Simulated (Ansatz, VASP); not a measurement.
**Two plane-wave programs on Cd5Se**

The input INCAR:

```
SYSTEM = Cd5Se
PREC = Accurate
ENCUT = 520
EDIFF = 1E-6
ISMEAR = 0
SIGMA = 0.1
LREAL = .FALSE.
LASPH = .TRUE.
NELM = 60
ALGO = Normal
ISIF = 2
LWAVE = .FALSE.
LCHARG = .FALSE.
GGA = PE
NBANDS = 42
```

KPOINTS

```
regular mesh
0
G
  4 4 4
  0 0 0
```

File POSCAR:

```
Cd5Se
1.0
    0.0000000000      4.2081574700      4.2081574700
    4.2081574700      0.0000000000      4.2081574700
    4.2081574700      4.2081574700      0.0000000000
Cd Se
5 1
Direct
    0.3750000000      0.3750000000      0.8750000000
    0.3750000000      0.8750000000      0.3750000000
    0.8750000000      0.3750000000      0.3750000000
    0.3750000000      0.3750000000      0.3750000000
    0.7500000000      0.7500000000      0.7500000000
    0.0000000000      0.0000000000      0.0000000000
```

Input for Ansatz:

```yaml
crystal:
  lattice:
    - [0.0, 4.20815747, 4.20815747]
    - [4.20815747, 0.0, 4.20815747]
    - [4.20815747, 4.20815747, 0.0]
  atoms:
    - { symbol: Cd, position: [0.375, 0.375, 0.875] }
    - { symbol: Cd, position: [0.375, 0.875, 0.375] }
    - { symbol: Cd, position: [0.875, 0.375, 0.375] }
    - { symbol: Cd, position: [0.375, 0.375, 0.375] }
    - { symbol: Cd, position: [0.75, 0.75, 0.75] }
    - { symbol: Se, position: [0.0, 0.0, 0.0] }
basis:
  ecutwfc: 420
kpoints:
  mp_grid: { grid: [4, 4, 4] }
hamiltonian:
  xc: pbe
scf:
  occupations: { method: gaussian, width: 0.1 }
  lower_state_search: "off"
output:
  forces: true
  stress: true
  eigenvalues: true
```

Change from the starting cell: species swapped into the Be5Au type (F-43m, No. 216).

Alike in both runs: task single point; functional PBE; k mesh 4 × 4 × 4; occupations gaussian, width 0.1 eV; no spin polarisation.

```csv
,VASP,Ansatz
version,VASP 6.6.1,Ansatz 0.2.0
potentials or method,"VASP PAW PBE potentials, release 64 (Cd, Se), cutoff 520 eV","scalar-relativistic, plane waves, PAW"
valence electrons in the cell,66,116
```

```tsv
	VASP	Ansatz	Ansatz less VASP
gap on the k mesh at the Fermi level (eV)	none	none	-
pressure (GPa)	-0.8	-1.0	-0.21
```

A gap of «none» marks a metal or a gap that the smearing closes. VASP's potentials hold 66 valence electrons a cell and Ansatz's 116, so a difference there can come from the potentials and not from the codes.
